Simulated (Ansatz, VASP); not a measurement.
**Se in VASP and in Ansatz**

Contents of INCAR:

```
SYSTEM = Se
PREC     = Accurate       ! precision mode
ENCUT    = 520            ! plane-wave cutoff, eV
EDIFF    = 1E-7           ! SCF threshold, eV
ISMEAR   = 0              ! smearing method
SIGMA    = 0.03           ! smearing width, eV
LREAL    = .False.        ! projectors in reciprocal space
LASPH    = .True.         ! aspherical terms in the spheres
NELM     = 60             ! most SCF steps
ALGO     = Normal         ! electronic algorithm
ISIF     = 2              ! what is computed and relaxed
LWAVE    = .False.        ! write WAVECAR
LCHARG   = .False.        ! write CHGCAR
GGA      = PS             ! functional
IVDW     = 12             ! dispersion correction
NBANDS   = 16             ! bands
```

Contents of KPOINTS:

```
Automatic mesh
0
Gamma
  12 12 8
  0 0 0
```

The input POSCAR:

```
Se
1.0
    3.9864874913      0.0000000000      0.0000000000
   -1.9932437456      3.4523994393      0.0000000000
    0.0000000000      0.0000000000      5.2732891475
Se
3
Direct
    0.2610773134      0.0000000000      0.3333333333
    0.0000000000      0.2610773134      0.6666666667
    0.7389226866      0.7389226866      0.0000000000
```

Input for Ansatz:

```yaml
crystal:
  lattice:
    - [3.9864874913, 0.0, 0.0]
    - [-1.9932437456, 3.4523994393, 0.0]
    - [0.0, 0.0, 5.2732891475]
  atoms:
    - { symbol: Se, position: [0.2610773134, 0.0, 0.3333333333] }
    - { symbol: Se, position: [0.0, 0.2610773134, 0.6666666667] }
    - { symbol: Se, position: [0.7389226866, 0.7389226866, 0.0] }
basis:
  ecutwfc: 420
kpoints:
  mp_grid: { grid: [12, 12, 8] }
hamiltonian:
  xc: pbesol
  dispersion: d3bj
scf:
  occupations: { method: gaussian, width: 0.03 }
output:
  forces: true
  stress: true
  eigenvalues: true
```

Alike in both runs: task single point; functional PBEsol; dispersion D3(BJ); k mesh 12 × 12 × 8; occupations gaussian, width 0.03 eV; no spin polarisation.

|  | VASP | Ansatz |
| --- | --- | --- |
| version | VASP 6.6.1 | Ansatz 0.2.0 |
| potentials or method | VASP PAW PBE potentials, release 64 (Se), cutoff 520 eV | scalar-relativistic, plane waves, PAW |
| valence electrons in the cell | 18 | 48 |

```csv
,VASP,Ansatz,Ansatz less VASP
gap on the k mesh at the Fermi level (eV),0.19,0.19,+0.007
least direct gap on the mesh (eV),0.19,0.19,+0.007
pressure (GPa),-5.0,-5.1,-0.12
"traceless stress, the component that is largest in VASP (GPa)",-1.45,-1.49,-0.045
rms of the force components (eV/Å),0.231,0.242,+0.0104
```

VASP's potentials were made for PBE, not for PBEsol. Atom by atom the forces differ by 0.010 eV/Å (rms over components). VASP's potentials hold 18 valence electrons a cell and Ansatz's 48, so a difference there can come from the potentials and not from the codes.
